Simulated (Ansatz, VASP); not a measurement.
## InP in VASP and in Ansatz

The input POSCAR:

```
InP
1.0
    0.0000000000      2.7453630729      2.7453630729
    2.7453630729      0.0000000000      2.7453630729
    2.7453630729      2.7453630729      0.0000000000
In P
1 1
Direct
    0.0000000000      0.0000000000      0.0000000000
    0.5000000000      0.5000000000      0.5000000000
```

File INCAR.step1:

```
SYSTEM = InP
PREC = Accurate ; ENCUT = 520
EDIFF = 1E-5 ; ISMEAR = -1
SIGMA = 0.02 ; LREAL = .FALSE.
LASPH = .TRUE. ; NELM = 100
ALGO = Normal ; ISIF = 2
LWAVE = .TRUE. ; GGA = PE
NBANDS = 16
```

INCAR.step2

```
SYSTEM = InP
PREC = Accurate ; ENCUT = 520
EDIFF = 1E-7 ; ISMEAR = -1
SIGMA = 0.02 ; LREAL = .FALSE.
LASPH = .TRUE. ; NELM = 100
ALGO = Normal ; ISIF = 2
LWAVE = .FALSE. ; LCHARG = .TRUE.
GGA = PE ; LHFCALC = .TRUE.
HFSCREEN = 0.2079 ; PRECFOCK = Normal
LELF = .TRUE. ; LVHAR = .TRUE.
ISTART = 1 ; NBANDS = 16
```

The input KPOINTS:

```
Automatic mesh
0
G
  4 4 4
  0 0 0
```

Input for Ansatz:

```yaml
crystal:
  lattice:
    - [0.0, 2.7453630729, 2.7453630729]
    - [2.7453630729, 0.0, 2.7453630729]
    - [2.7453630729, 2.7453630729, 0.0]
  atoms:
    - { symbol: In, position: [0.0, 0.0, 0.0] }
    - { symbol: P, position: [0.5, 0.5, 0.5] }
kpoints:
  mp_grid: { grid: [4, 4, 4] }
hamiltonian:
  xc: hse06
scf:
  occupations: { method: fermi_dirac, width: 0.02 }
  n_extra_bands: 4
output:
  forces: true
  stress: true
  eigenvalues: true
```

Alike in both runs: task single point; functional HSE06; k mesh 4 × 4 × 4; occupations fermi-dirac, width 0.02 eV; no spin polarisation.

|  | VASP | Ansatz |
| --- | --- | --- |
| version | VASP 6.6.1 | Ansatz 0.2.0 |
| potentials or method | VASP PAW PBE potentials, release 64 (In_d, P) | plane waves, PAW |
| plane-wave cutoff (eV) | 520 | 420 |
| valence electrons in the cell | 18 | 18 |

|  | VASP | Ansatz | Ansatz less VASP |
| --- | --- | --- | --- |
| pressure (GPa) | -0.4 | -0.4 | +0.05 |

Ansatz's warnings: filled band counts differ across k points, stress exchange threshold loose, stress scf threshold loose.

The k mesh is coarse, so the values compare programs but aren't converged.
